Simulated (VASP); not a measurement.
The system is WCl3F.

```
W Cl F
1.0
     4.71794    0.00000    0.00000
     0.00000    4.71794    0.00000
     0.00000    0.00000    4.71794
W Cl F
1 3 1
Direct
  0.50000 0.50000 0.50000
  0.00000 0.50000 0.50000
  0.50000 0.00000 0.50000
  0.50000 0.50000 0.00000
  0.00000 0.00000 0.00000
```

The cell was built from a structure type or drawn by symmetry, and may not be a known phase.

| Quantity | Value |
| --- | --- |
| Program | VASP 6.6.1 |
| Task | relaxation of cell and atoms |
| Functional | PBE |
| Potentials or basis | VASP PAW PBE potentials, release 64 (W_sv, Cl, F) |
| Cutoff | 600 eV |
| k mesh | 8 × 8 × 8 |
| Occupations | gaussian, width 0.1 eV |
| Spin | no spin polarisation |

At the start: pressure -2.7 GPa; volume 21.00 Å³/atom.

Problem. How do energy, volume and symmetry change on relaxing?

Solution. Over 3 steps the energy falls by 6.7 meV/atom and the volume is 20.25 Å³/atom (-3.6 %); space group Pm-3m (No. 221, to 0.1 Å) before and after.

Step by step:
| step | energy change (eV) | largest force (eV/Å) | pressure (GPa) | volume (Å³) |
| --- | --- | --- | --- | --- |
| 1 | 0.0000 | 0.0000 | -2.75 | 105.02 |
| 2 | -0.0266 | 0.0000 | 1.39 | 99.64 |
| 3 | -0.0335 | 0.0000 | 0.00 | 101.25 |

Final structure:
```cif
data_structure
_symmetry_space_group_name_H-M 'P 1'
_symmetry_Int_Tables_number 1
_cell_length_a 4.6609
_cell_length_b 4.6609
_cell_length_c 4.6609
_cell_angle_alpha 90.000
_cell_angle_beta 90.000
_cell_angle_gamma 90.000
_cell_volume 101.25
loop_
_atom_site_label
_atom_site_type_symbol
_atom_site_fract_x
_atom_site_fract_y
_atom_site_fract_z
_atom_site_occupancy
W1 W 0.50000 0.50000 0.50000 1
Cl1 Cl 0.00000 0.50000 0.50000 1
Cl2 Cl 0.50000 0.00000 0.50000 1
Cl3 Cl 0.50000 0.50000 0.00000 1
F1 F 0.00000 0.00000 0.00000 1
```
